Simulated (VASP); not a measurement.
# Cs2GaAg (P-3m1) in VASP: single point with PBE

Aim: the single point of Cs2GaAg with PBE.

Everything below comes from runs of VASP 6.6.1. Logs are shortened: lines on timing, memory, paths and dates and some standing lists are left out, and cuts for length are marked.

## Step 1: The cell of the first run

It takes space group P-3m1 (No. 164, trigonal). Conventional cell: a = 6.609 Å, b = 6.609 Å, c = 5.045 Å, α = 90.00°, β = 90.00°, γ = 120.00°. Within 5.5 Å of Cs (site symmetry 3m) lie 6 Ag at 4.00 to 5.42 Å and 6 Ga at 4.04 to 5.32 Å and 8 Cs at 4.50 to 5.05 Å. Within 3.3 Å of Ga (site symmetry -3m) lie 2 Ag at 2.52 Å. Ag (site symmetry -3m) has 2 Ga at 2.52 Å within 3.3 Å.

The cell was generated, and may not be a known phase.

## Step 2: Single point, PBE

INCAR reads:

```
  PREC = Accurate
  ENCUT = 520
  EDIFF = 1E-6
  ISMEAR = 0
  SIGMA = 0.1
  LREAL = False
  LASPH = True
  NELM = 60
  ALGO = Fast
  ISIF = 2
  LWAVE = False
  LCHARG = False
  GGA = PE
  NBANDS = 29
```

KPOINTS reads:

```
regular mesh
0
Gamma
  12 12 10
```

POSCAR reads:

```
Cs2GaAg
1.0
    6.6090664653      0.0000000000      0.0000000000
   -3.3045332326      5.7236194543      0.0000000000
    0.0000000000      0.0000000000      5.0451162377
Cs Ga Ag
2 1 1
Direct
    0.6666666667      0.3333333333      0.7359756776
    0.3333333333      0.6666666667      0.2640243224
    0.0000000000      0.0000000000      0.0000000000
    0.0000000000      0.0000000000      0.5000000000
```

Potentials or basis: VASP PAW PBE potentials, release 64 (Cs_sv, Ga_d, Ag).

The run is started by

```console
$ cat potpaw_PBE.64/Cs_sv/POTCAR potpaw_PBE.64/Ga_d/POTCAR potpaw_PBE.64/Ag/POTCAR > POTCAR
$ mpirun -np 1 vasp_std > vasp.out
```

OUTCAR:

```text
PREC = Accurate
   ENCUT = 520
   EDIFF = 1E-6
   ISMEAR = 0
   LREAL = False
   LASPH = True
   NELM = 60
   ISIF = 2
   GGA = PE

 ion  position               nearest neighbor table
   1  0.667  0.333  0.736-
   2  0.333  0.667  0.264-
   3  0.000  0.000  0.000-   4 2.52   4 2.52
   4  0.000  0.000  0.500-   3 2.52   3 2.52

  LATTYP: Found a hexagonal cell.
 ALAT       =     6.6090664653
 C/A-ratio  =     0.7633629143

  Lattice vectors:

 A1 = (   6.6090664653,   0.0000000000,   0.0000000000)
 A2 = (  -3.3045332326,   5.7236194543,   0.0000000000)
 A3 = (   0.0000000000,   0.0000000000,   5.0451162377)

Analysis of symmetry for initial positions (statically):
=====================================================================
 Subroutine PRICEL returns:
 Original cell was already a primitive cell.

 Routine SETGRP: Setting up the symmetry group for a
 hexagonal supercell.

 Subroutine GETGRP returns: Found 12 space group operations
 (whereof 12 operations were pure point group operations)
 out of a pool of 24 trial point group operations.

The static configuration has the point symmetry D_3d.

Analysis of symmetry for dynamics (positions and initial velocities):
=====================================================================
 Subroutine PRICEL returns:
 Original cell was already a primitive cell.

 Routine SETGRP: Setting up the symmetry group for a
 hexagonal supercell.

 Subroutine GETGRP returns: Found 12 space group operations
 (whereof 12 operations were pure point group operations)
 out of a pool of 24 trial point group operations.

The dynamic configuration has the point symmetry D_3d.

 Subroutine INISYM returns: Found 12 space group operations
 (whereof 12 operations are pure point group operations),
 and found     1 'primitive' translations

----------------------------------------------------------------------------------------

                                     Primitive cell

  volume of cell :     190.8456

  direct lattice vectors                    reciprocal lattice vectors
     6.609066465  0.000000000  0.000000000     0.151307300  0.087357310  0.000000000
    -3.304533233  5.723619454  0.000000000     0.000000000  0.174714620  0.000000000
     0.000000000  0.000000000  5.045116238     0.000000000  0.000000000  0.198211489

  length of vectors
     6.609066465  6.609066465  5.045116238     0.174714620  0.174714620  0.198211489

  position of ions in fractional coordinates (direct lattice)
     0.666666667  0.333333333  0.735975678
     0.333333333  0.666666667  0.264024322
     0.000000000  0.000000000  0.000000000
     0.000000000  0.000000000  0.500000000

  ion indices of the primitive-cell ions
   primitive index   ion index
                 1           1
                 2           2
                 3           3
                 4           4

----------------------------------------------------------------------------------------

 KPOINTS: regular mesh

Automatic generation of k-mesh.
 Grid dimensions read from file:
 generate k-points for:   12   12   10

 Generating k-lattice:

  Cartesian coordinates                     Fractional coordinates (reciprocal lattice)
     0.012608942  0.007279776  0.000000000     0.083333333  0.000000000  0.000000000
     0.000000000  0.014559552  0.000000000     0.000000000  0.083333333  0.000000000
     0.000000000  0.000000000  0.019821149     0.000000000  0.000000000  0.100000000

  Length of vectors
     0.014559552  0.014559552  0.019821149

  Shift w.r.t. Gamma in fractional coordinates (k-lattice)
     0.000000000  0.000000000  0.000000000

 Subroutine IBZKPT returns following result:
 ===========================================

 Found    162 irreducible k-points:

 Following reciprocal coordinates:
            Coordinates               Weight
  0.000000  0.000000  0.000000      1.000000
  0.083333  0.000000  0.000000      6.000000
  0.166667  0.000000  0.000000      6.000000
  0.250000  0.000000  0.000000      6.000000
  0.333333  0.000000  0.000000      6.000000
  0.416667  0.000000  0.000000      6.000000
[... 16 lines left out ...]
  0.166667  0.000000  0.100000      6.000000
  0.000000  0.166667  0.100000      6.000000
 [... further k-points ...]
   k-points           NKPTS =    162   k-points in BZ     NKDIM =    162   number of bands    NBANDS=     29
   number of dos      NEDOS =    301   number of ions     NIONS =      4
   total plane-waves  NPLWV = 100000
   dimension x,y,z NGX =    50 NGY =   50 NGZ =   40
   dimension x,y,z NGXF=   100 NGYF=  100 NGZF=   80
   ions per type =               2   1   1
   NGX,Y,Z   is equivalent  to a cutoff of  12.58, 12.58, 13.18 a.u.
   NGXF,Y,Z  is equivalent  to a cutoff of  25.15, 25.15, 26.36 a.u.
 SYSTEM =  unknown system
   PREC   = accura    normal or accurate (medium, high low for compatibility)
   ISTART =      0    job   : 0-new  1-cont  2-samecut
   ICHARG =      2    charge: 1-file 2-atom 10-const
   ISPIN  =      1    spin polarized calculation?
   LNONCOLLINEAR =      F non collinear calculations
   LSORBIT =      F    spin-orbit coupling
   LASPH  =      T    aspherical Exc in radial PAW
   ENCUT  =  520.0 eV  38.22 Ry    6.18 a.u.  12.29 12.29  9.38*2*pi/ulx,y,z
   NELM   =     60;   NELMIN=  2; NELMDL= -5     # of ELM steps
   EDIFF  = 0.1E-05   stopping-criterion for ELM
   LREAL  =      F    real-space projection
   EDIFFG = 0.1E-04   stopping-criterion for IOM
   NSW    =      0    number of steps for IOM
   IBRION =     -1    ionic relax: 0-MD 1-quasi-New 2-CG
   NFREE  =      0    steps in history (QN), initial steepest desc. (CG)
   ISIF   =      2    stress and relaxation
   ISYM   =      2    0-nonsym 1-usesym 2-fastsym
   POTIM  = 0.5000    time-step for ionic-motion
   TEBEG  =    0.0;   TEEND  =   0.0 temperature during run
   PSTRESS=    0.0 pullay stress
   NELECT =      42.0000    total number of electrons
   NUPDOWN=      -1.0000    fix difference up-down
   EMIN   =  10.00;   EMAX   =-10.00  energy-range for DOS
   EFERMI =   0.00;   METHOD = LEGACY
   ISMEAR =     0;   SIGMA  =   0.10  broadening in eV -4-tet -1-fermi 0-gaus
   EFERMI_NEDOS =   21; number of points for ismear=-14 and -15
   IALGO  =     68    algorithm
   IMIX   =      4    mixing-type and parameters
     AMIX     =   0.40;   BMIX     =  1.00
     AMIX_MAG =   1.60;   BMIX_MAG =  1.00
  volume/ion in A,a.u.               =      47.71       321.97
  Fermi-wavevector in a.u.,A,eV,Ry     =   0.988395  1.867796 13.291870  0.976925
  Thomas-Fermi vector in A             =   2.119919
   LORBIT       =      0    0 simple, 1 ext, 2 COOP (PROOUT), +10 PAW based schemes
   GGA     = PE    functional components
   LHFCALC =     F    Hartree Fock is set to
   AEXX    =    0.0000 exact exchange contribution
   IVDW    =     0    specifies the selected vdW correction
   LEPSILON=     F    determine dielectric tensor
   LRPA    =     F    only Hartree local field effects (RPA)
 non-spin polarized calculation
 RMM-DIIS sequential band-by-band and
 Gauss-broadening in eV      SIGMA  =   0.10
  energy-cutoff  :      520.00
  volume of cell :      190.85
 maximum number of plane-waves:      5193
 NGX is ok and might be reduce to    50
   NGX = 25   NGY = 25   NGZ = 19

 number of electron      42.0000005 magnetization

 Free energy of the ion-electron system (eV)
  ---------------------------------------------------
  ext. energy  EPLUGINS =         0.00000000
  ---------------------------------------------------
  free energy    TOTEN  =        -7.20652434 eV

  energy without entropy =       -7.18969748  energy(sigma->0) =       -7.19811091

 E-fermi :   2.1376     XC(G=0):  -7.4895

 val. band max:        2.1346124428   @ k =   0.4167   0.0000   0.1000
 cond. band min:       2.1395922582   @ k =   0.3333   0.1667   0.2000
 fundamental gap:      0.0049798154
 Fermi energy:         2.1376424660

 k-point     1 :       0.0000    0.0000    0.0000
  band No.  band energies     occupation
      1     -21.0802      2.00000
      2     -21.0158      2.00000
      3     -12.5986      2.00000
      4     -12.5986      2.00000
      5     -12.5860      2.00000
      6     -12.5303      2.00000
[... 21 lines left out ...]
     28       5.5855      0.00000
     29       5.6423      0.00000

 k-point     2 :       0.0833    0.0000    0.0000
  band No.  band energies     occupation
      1     -21.0793      2.00000
      2     -21.0168      2.00000
      3     -12.5986      2.00000
      4     -12.5986      2.00000
      5     -12.5860      2.00000
      6     -12.5303      2.00000
[... 21 lines left out ...]
     28       5.4286      0.00000
     29       5.4777      0.00000

 k-point     3 :       0.1667    0.0000    0.0000
  band No.  band energies     occupation
      1     -21.0764      2.00000
      2     -21.0196      2.00000
      3     -12.5985      2.00000
      4     -12.5985      2.00000
      5     -12.5860      2.00000
      6     -12.5304      2.00000
[... 21 lines left out ...]
     28       5.3221      0.00000
     29       5.4622      0.00000

 k-point     4 :       0.2500    0.0000    0.0000
  band No.  band energies     occupation
      1     -21.0719      2.00000
      2     -21.0239      2.00000
      3     -12.5985      2.00000
      4     -12.5984      2.00000
      5     -12.5860      2.00000
      6     -12.5304      2.00000
[... 21 lines left out ...]
     28       5.3831      0.00000
     29       5.5244      0.00000

 k-point     5 :       0.3333    0.0000    0.0000
  band No.  band energies     occupation
      1     -21.0665      2.00000
      2     -21.0293      2.00000
      3     -12.5984      2.00000
      4     -12.5982      2.00000
      5     -12.5860      2.00000
      6     -12.5304      2.00000
[... 21 lines left out ...]
     28       5.3310      0.00000
     29       5.6180      0.00000
[... 510 lines left out ...]
     28       5.4946      0.00000
     29       5.5071      0.00000

 k-point    22 :       0.0000    0.0833    0.1000
  band No.  band energies     occupation
      1     -21.0772      2.00000
      2     -21.0176      2.00000
      3     -12.5986      2.00000
      4     -12.5986      2.00000
      5     -12.5817      2.00000
      6     -12.5298      2.00000
[... 21 lines left out ...]
     28       5.4439      0.00000
     29       5.5131      0.00000

 k-point    23 :       0.1667    0.0000    0.1000
  band No.  band energies     occupation
      1     -21.0745      2.00000
      2     -21.0203      2.00000
      3     -12.5985      2.00000
      4     -12.5985      2.00000
      5     -12.5817      2.00000
      6     -12.5298      2.00000
[... 21 lines left out ...]
     28       5.3797      0.00000
     29       5.5481      0.00000

 k-point    24 :       0.0000    0.1667    0.1000
  band No.  band energies     occupation
      1     -21.0745      2.00000
      2     -21.0203      2.00000
      3     -12.5985      2.00000
      4     -12.5985      2.00000
      5     -12.5817      2.00000
      6     -12.5298      2.00000
[... 21 lines left out ...]
     28       5.3662      0.00000
     29       5.4722      0.00000

 [... further k-points ...]

------------------------ aborting loop because EDIFF is reached ----------------------------------------

  FORCE on cell =-STRESS in cart. coord.  units (eV):
  Direction    XX          YY          ZZ          XY          YZ          ZX
  --------------------------------------------------------------------------------------
  -------------------------------------------------------------------------------------
  Total       -0.0314893     -0.0314893      0.0961031     -0.0000000      0.0000000      0.0000000
  in kB       -0.2643577     -0.2643577      0.8068002     -0.0000000      0.0000000      0.0000000
  external PRESSURE =       0.0926950 kB  Pullay stress =       0.0000000 kB

 VOLUME and BASIS-vectors are now :
 -----------------------------------------------------------------------------
  energy-cutoff  :      520.00
  volume of cell :      190.85
      direct lattice vectors                 reciprocal lattice vectors
     6.609066465  0.000000000  0.000000000     0.151307300  0.087357310  0.000000000
    -3.304533233  5.723619454  0.000000000     0.000000000  0.174714620  0.000000000
     0.000000000  0.000000000  5.045116238     0.000000000  0.000000000  0.198211489

 POSITION                                       TOTAL-FORCE (eV/Angst)
 -----------------------------------------------------------------------------------
      3.30453      1.90787      3.71308         0.000000     -0.000000      0.001311
     -0.00000      3.81575      1.33203        -0.000000      0.000000     -0.001311
      0.00000      0.00000      0.00000         0.000000      0.000000      0.000000
      0.00000      0.00000      2.52256         0.000000      0.000000      0.000000
 -----------------------------------------------------------------------------------
    total drift:                                0.000000      0.000000      0.000000

  FREE ENERGIE OF THE ION-ELECTRON SYSTEM (eV)
  ---------------------------------------------------
  free  energy   TOTEN  =        -7.2065243382 eV

  energy  without entropy=       -7.1896974845  energy(sigma->0) =       -7.19811091
```

Run time: 7.7 min. Hardware: 1 thread of Intel Xeon 6975P-C (Granite Rapids), shared host; peak memory 0.98 GiB.

What came out:

| Quantity | Value |
| --- | --- |
| Free energy | -7.2065 eV |
| Pressure | 0.0 GPa |
| Band gap on the k mesh | zero (bands 21 and 22 overlap by 0.92 eV) |

Stress tensor (GPa, compression positive):
```
-0.03  0.00  0.00
 0.00 -0.03  0.00
 0.00  0.00  0.08
```

Caveat: spin-orbit coupling is left out, which moves the levels of the heavy elements.
